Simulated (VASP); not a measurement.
# MgAl18: single point with LDA

The system is MgAl18, a slab with vacuum.

```
Al Mg
1.0
    12.15000    0.00000    0.00000
     0.00000    5.72757    0.00000
     0.00000    0.00000   13.86378
Al Mg
18 1
Direct
  0.00000 0.00000 0.07213
  0.33333 0.00000 0.07213
  0.66667 0.00000 0.07213
  0.00000 0.50000 0.07213
  0.33333 0.50000 0.07213
  0.66667 0.50000 0.07213
  0.16667 0.23929 0.17326
  0.50270 0.26095 0.16734
  0.83063 0.26095 0.16734
  0.16667 0.74381 0.15492
  0.50009 0.75167 0.16881
  0.83324 0.75167 0.16881
  0.98124 0.02563 0.27033
  0.35209 0.02563 0.27033
  0.66667 0.00282 0.27009
  0.00444 0.51513 0.27220
  0.32890 0.51513 0.27220
  0.66667 0.50449 0.27104
  0.16667 0.87244 0.35572
```

```
Program                : VASP 6.6.1
Task                   : single point
Functional             : LDA
Potentials or basis    : VASP PAW LDA potentials, release 64 (Al, Mg)
Cutoff                 : 520 eV
k mesh                 : 2 × 3 × 1
Occupations            : fermi-dirac, width 0.15 eV
Spin                   : no spin polarisation
Dipole correction      : no
Further INCAR settings : LREAL = Auto; ALGO = Normal; EDIFF = 1e-06; NBANDS = 43
```

```json
{
 "Largest force": "0.287 eV/Å",
 "Band gap on the k mesh": "zero (bands 28 and 29 overlap by 0.73 eV)"
}
```

Forces on the atoms (eV/Å):
```
Al  -0.036  0.146  0.045
Al   0.036  0.146  0.045
Al   0.000 -0.024 -0.018
Al  -0.087 -0.152  0.033
Al   0.087 -0.152  0.033
Al   0.000  0.094 -0.159
Al   0.000 -0.018  0.043
Al   0.004  0.011 -0.004
Al  -0.004  0.011 -0.004
Al   0.000 -0.024 -0.063
Al  -0.014  0.021  0.004
Al   0.014  0.021  0.004
Al   0.032  0.057  0.019
Al  -0.032  0.057  0.019
Al   0.000  0.009 -0.003
Al  -0.002  0.033  0.005
Al   0.002  0.033  0.005
Al   0.000  0.015  0.026
Mg   0.000 -0.285 -0.029
```

Levels at points of the mesh, in eV from the Fermi level:
| k point | band 24 | band 25 | band 26 | band 27 | band 28 | band 29 | band 30 | band 31 | band 32 | band 33 |
| --- | --- | --- | --- | --- | --- | --- | --- | --- | --- | --- |
| (0.00, 0.00, 0.00) | -1.45 | -1.19 | -1.08 | -1.02 | -1.02 | -0.66 | -0.63 | -0.07 | 0.48 | 1.33 |
| (0.50, 0.00, 0.00) | -1.22 | -1.10 | -0.57 | -0.11 | 0.00 | 0.08 | 0.33 | 0.34 | 0.42 | 0.85 |

Run time: 4.2 min on 1 thread of Intel(R) Xeon(R) Platinum 8488C (Sapphire Rapids), on a shared host, peak memory 0.68 GiB.

Caveat: the k points lie up to 0.37 Å⁻¹ apart, too coarse for converged energies and pressures of a metal.
